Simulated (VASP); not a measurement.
# Ag (Fm-3m) in VASP: further runs

Ag is run at these levels: PBEsol; tasks: single point.

Everything below comes from runs of VASP 6.6.1. Logs are shortened: lines on timing, memory, paths and dates and some standing lists are left out, and cuts for length are marked.

**1. The cell of the first run**

It takes space group Fm-3m (No. 225, cubic). Conventional cell: a = 4.059 Å, b = 4.059 Å, c = 4.059 Å, α = 90.00°, β = 90.00°, γ = 90.00°. Ag (site symmetry m-3m) has 12 Ag at 2.87 Å within 3.8 Å.

**2. Single point, PBEsol (volume scaled by 0.98)**

Input file INCAR:

```
PREC = Accurate
ENCUT = 520
EDIFF = 1E-6
ISMEAR = -1
SIGMA = 0.03
LREAL = F
LASPH = T
NELM = 60
ALGO = Normal
ISIF = 2
LWAVE = F
LCHARG = F
GGA = PS
NBANDS = 12
```

Input file KPOINTS:

```
regular mesh
0
Gamma
  15 15 15
```

Input file POSCAR:

```
Ag
1.0
    0.0000000000      2.0293875063      2.0293875063
    2.0293875063      0.0000000000      2.0293875063
    2.0293875063      2.0293875063      0.0000000000
Ag
1
Direct
    0.0000000000      0.0000000000      0.0000000000
```

Potentials or basis: VASP PAW PBE potentials, release 64 (Ag).

Command:

```bash
> cat potpaw_PBE.64/Ag/POTCAR > POTCAR
> mpirun -np 1 vasp_std > vasp.out
```

OUTCAR:

```text
PREC = Accurate
   ENCUT = 520
   EDIFF = 1E-6
   ISMEAR = -1
   LREAL = F
   LASPH = T
   NELM = 60
   ISIF = 2
   GGA = PS

 ion  position               nearest neighbor table
   1  0.000  0.000  0.000-

  LATTYP: Found a face centered cubic cell.
 ALAT       =     4.0587750126

  Lattice vectors:

 A1 = (   0.0000000000,   2.0293875063,   2.0293875063)
 A2 = (   2.0293875063,   0.0000000000,   2.0293875063)
 A3 = (   2.0293875063,   2.0293875063,   0.0000000000)

Analysis of symmetry for initial positions (statically):
=====================================================================
 Subroutine PRICEL returns:
 Original cell was already a primitive cell.

 Routine SETGRP: Setting up the symmetry group for a
 face centered cubic supercell.

 Subroutine GETGRP returns: Found 48 space group operations
 (whereof 48 operations were pure point group operations)
 out of a pool of 48 trial point group operations.

The static configuration has the point symmetry O_h .

Analysis of symmetry for dynamics (positions and initial velocities):
=====================================================================
 Subroutine PRICEL returns:
 Original cell was already a primitive cell.

 Routine SETGRP: Setting up the symmetry group for a
 face centered cubic supercell.

 Subroutine GETGRP returns: Found 48 space group operations
 (whereof 48 operations were pure point group operations)
 out of a pool of 48 trial point group operations.

The dynamic configuration has the point symmetry O_h .

 Subroutine INISYM returns: Found 48 space group operations
 (whereof 48 operations are pure point group operations),
 and found     1 'primitive' translations

----------------------------------------------------------------------------------------

                                     Primitive cell

  volume of cell :      16.7157

  direct lattice vectors                    reciprocal lattice vectors
     0.000000000  2.029387506  2.029387506    -0.246379757  0.246379757  0.246379757
     2.029387506  0.000000000  2.029387506     0.246379757 -0.246379757  0.246379757
     2.029387506  2.029387506  0.000000000     0.246379757  0.246379757 -0.246379757

  length of vectors
     2.869987335  2.869987335  2.869987335     0.426742257  0.426742257  0.426742257

  position of ions in fractional coordinates (direct lattice)
     0.000000000  0.000000000  0.000000000

  ion indices of the primitive-cell ions
   primitive index   ion index
                 1           1

----------------------------------------------------------------------------------------

 KPOINTS: regular mesh

Automatic generation of k-mesh.
 Grid dimensions read from file:
 generate k-points for:   15   15   15

 Generating k-lattice:

  Cartesian coordinates                     Fractional coordinates (reciprocal lattice)
    -0.016425317  0.016425317  0.016425317     0.066666667  0.000000000  0.000000000
     0.016425317 -0.016425317  0.016425317     0.000000000  0.066666667  0.000000000
     0.016425317  0.016425317 -0.016425317     0.000000000  0.000000000  0.066666667

  Length of vectors
     0.028449484  0.028449484  0.028449484

  Shift w.r.t. Gamma in fractional coordinates (k-lattice)
     0.000000000  0.000000000  0.000000000

 Subroutine IBZKPT returns following result:
 ===========================================

 Found    120 irreducible k-points:

 Following reciprocal coordinates:
            Coordinates               Weight
  0.000000  0.000000  0.000000      1.000000
  0.066667  0.000000  0.000000      8.000000
  0.133333  0.000000  0.000000      8.000000
  0.200000  0.000000  0.000000      8.000000
  0.266667  0.000000  0.000000      8.000000
  0.333333  0.000000  0.000000      8.000000
[... 16 lines left out ...]
  0.133333  0.133333  0.000000      6.000000
  0.200000  0.133333  0.000000     24.000000
 [... further k-points ...]
   k-points           NKPTS =    120   k-points in BZ     NKDIM =    120   number of bands    NBANDS=     12
   number of dos      NEDOS =    301   number of ions     NIONS =      1
   total plane-waves  NPLWV =  13824
   dimension x,y,z NGX =    24 NGY =   24 NGZ =   24
   dimension x,y,z NGXF=    48 NGYF=   48 NGZF=   48
   ions per type =               1
   NGX,Y,Z   is equivalent  to a cutoff of  13.90, 13.90, 13.90 a.u.
   NGXF,Y,Z  is equivalent  to a cutoff of  27.80, 27.80, 27.80 a.u.
 SYSTEM =  unknown system
   PREC   = accura    normal or accurate (medium, high low for compatibility)
   ISTART =      0    job   : 0-new  1-cont  2-samecut
   ICHARG =      2    charge: 1-file 2-atom 10-const
   ISPIN  =      1    spin polarized calculation?
   LNONCOLLINEAR =      F non collinear calculations
   LSORBIT =      F    spin-orbit coupling
   LASPH  =      T    aspherical Exc in radial PAW
   ENCUT  =  520.0 eV  38.22 Ry    6.18 a.u.   5.34  5.34  5.34*2*pi/ulx,y,z
   NELM   =     60;   NELMIN=  2; NELMDL= -5     # of ELM steps
   EDIFF  = 0.1E-05   stopping-criterion for ELM
   LREAL  =      F    real-space projection
   EDIFFG = 0.1E-04   stopping-criterion for IOM
   NSW    =      0    number of steps for IOM
   IBRION =     -1    ionic relax: 0-MD 1-quasi-New 2-CG
   NFREE  =      0    steps in history (QN), initial steepest desc. (CG)
   ISIF   =      2    stress and relaxation
   ISYM   =      2    0-nonsym 1-usesym 2-fastsym
   POTIM  = 0.5000    time-step for ionic-motion
   TEBEG  =    0.0;   TEEND  =   0.0 temperature during run
   PSTRESS=    0.0 pullay stress
   NELECT =      11.0000    total number of electrons
   NUPDOWN=      -1.0000    fix difference up-down
   EMIN   =  10.00;   EMAX   =-10.00  energy-range for DOS
   EFERMI =   0.00;   METHOD = LEGACY
   ISMEAR =    -1;   SIGMA  =   0.03  broadening in eV -4-tet -1-fermi 0-gaus
   EFERMI_NEDOS =   21; number of points for ismear=-14 and -15
   IALGO  =     38    algorithm
   IMIX   =      4    mixing-type and parameters
     AMIX     =   0.40;   BMIX     =  1.00
     AMIX_MAG =   1.60;   BMIX_MAG =  1.00
  volume/ion in A,a.u.               =      16.72       112.80
  Fermi-wavevector in a.u.,A,eV,Ry     =   1.423959  2.690892 27.587969  2.027659
  Thomas-Fermi vector in A             =   2.544501
   LORBIT       =      0    0 simple, 1 ext, 2 COOP (PROOUT), +10 PAW based schemes
   GGA     = PS    functional components
   LHFCALC =     F    Hartree Fock is set to
   AEXX    =    0.0000 exact exchange contribution
   IVDW    =     0    specifies the selected vdW correction
   LEPSILON=     F    determine dielectric tensor
   LRPA    =     F    only Hartree local field effects (RPA)
 non-spin polarized calculation
  energy-cutoff  :      520.00
  volume of cell :       16.72
 maximum number of plane-waves:       463
 NGX is ok and might be reduce to    24
   NGX = 11   NGY = 11   NGZ = 11

 number of electron      11.0000000 magnetization

 Free energy of the ion-electron system (eV)
  ---------------------------------------------------
  ext. energy  EPLUGINS =         0.00000000
  ---------------------------------------------------
  free energy    TOTEN  =        -3.30614669 eV

  energy without entropy =       -3.30467556  energy(sigma->0) =       -3.30541113

 E-fermi :   8.6571     XC(G=0): -12.5317

 val. band max:        8.6525470261   @ k =  -0.3333   0.2000   0.0000
 cond. band min:       8.6571303561   @ k =  -0.4000   0.1333   0.0000
 fundamental gap:      0.0045833300
 Fermi energy:         8.6570987544

 k-point     1 :       0.0000    0.0000    0.0000
  band No.  band energies     occupation
      1       0.5313      2.00000
      2       3.6613      2.00000
      3       3.6613      2.00000
      4       3.6613      2.00000
      5       4.7449      2.00000
      6       4.7449      2.00000
      7      24.5372      0.00000
      8      28.2266      0.00000
      9      28.2266      0.00000
     10      28.2266      0.00000
     11      33.0977      0.00000
     12      34.3524      0.00000

 k-point     2 :       0.0667    0.0000    0.0000
  band No.  band energies     occupation
      1       0.6724      2.00000
      2       3.6276      2.00000
      3       3.7012      2.00000
      4       3.7012      2.00000
      5       4.7295      2.00000
      6       4.7295      2.00000
      7      24.5697      0.00000
      8      27.0916      0.00000
      9      28.2938      0.00000
     10      28.2938      0.00000
     11      33.1349      0.00000
     12      34.1631      0.00000

 k-point     3 :       0.1333    0.0000    0.0000
  band No.  band energies     occupation
      1       1.0724      2.00000
      2       3.5594      2.00000
      3       3.7970      2.00000
      4       3.7970      2.00000
      5       4.7072      2.00000
      6       4.7072      2.00000
      7      23.9510      0.00000
      8      25.6273      0.00000
      9      28.4450      0.00000
     10      28.4450      0.00000
     11      32.0427      0.00000
     12      33.5209      0.00000
[... 286 lines left out ...]
 k-point    23 :       0.1333    0.1333    0.0000
  band No.  band energies     occupation
      1       1.2553      2.00000
      2       3.3738      2.00000
      3       3.9369      2.00000
      4       3.9369      2.00000
      5       4.4826      2.00000
      6       4.8703      2.00000
      7      24.8321      0.00000
      8      26.3424      0.00000
      9      26.5039      0.00000
     10      26.5039      0.00000
     11      32.6800      0.00000
     12      33.9445      0.00000

 k-point    24 :       0.2000    0.1333    0.0000
  band No.  band energies     occupation
      1       1.6884      2.00000
      2       3.2485      2.00000
      3       4.0337      2.00000
      4       4.0691      2.00000
      5       4.4799      2.00000
      6       4.9425      2.00000
      7      23.7344      0.00000
      8      25.2655      0.00000
      9      25.7588      0.00000
     10      27.2082      0.00000
     11      30.9960      0.00000
     12      33.9809      0.00000

 [... further k-points ...]

------------------------ aborting loop because EDIFF is reached ----------------------------------------

  FORCE on cell =-STRESS in cart. coord.  units (eV):
  Direction    XX          YY          ZZ          XY          YZ          ZX
  --------------------------------------------------------------------------------------
  -------------------------------------------------------------------------------------
  Total       -0.0798528     -0.0798528     -0.0798528      0.0000000      0.0000000     -0.0000000
  in kB       -7.6537753     -7.6537753     -7.6537753      0.0000000      0.0000000     -0.0000000
  external PRESSURE =      -7.6537753 kB  Pullay stress =       0.0000000 kB

 VOLUME and BASIS-vectors are now :
 -----------------------------------------------------------------------------
  energy-cutoff  :      520.00
  volume of cell :       16.72
      direct lattice vectors                 reciprocal lattice vectors
     0.000000000  2.029387506  2.029387506    -0.246379757  0.246379757  0.246379757
     2.029387506  0.000000000  2.029387506     0.246379757 -0.246379757  0.246379757
     2.029387506  2.029387506  0.000000000     0.246379757  0.246379757 -0.246379757

 POSITION                                       TOTAL-FORCE (eV/Angst)
 -----------------------------------------------------------------------------------
      0.00000      0.00000      0.00000        -0.000000      0.000000      0.000000
 -----------------------------------------------------------------------------------
    total drift:                               -0.000000      0.000000     -0.000000

  FREE ENERGIE OF THE ION-ELECTRON SYSTEM (eV)
  ---------------------------------------------------
  free  energy   TOTEN  =        -3.3061466908 eV

  energy  without entropy=       -3.3046755641  energy(sigma->0) =       -3.30541113
```

Wall time 7.5 s (1 thread of Intel Xeon 6975P-C, shared host); peak memory 0.16 GiB.

Results:

| Property | Result |
| --- | --- |
| Free energy | -3.3061 eV |
| Pressure | -0.8 GPa |

Caveat: the PAW data sets were made with another functional, which shifts forces and pressure a little.

[end of part 1 of 2]
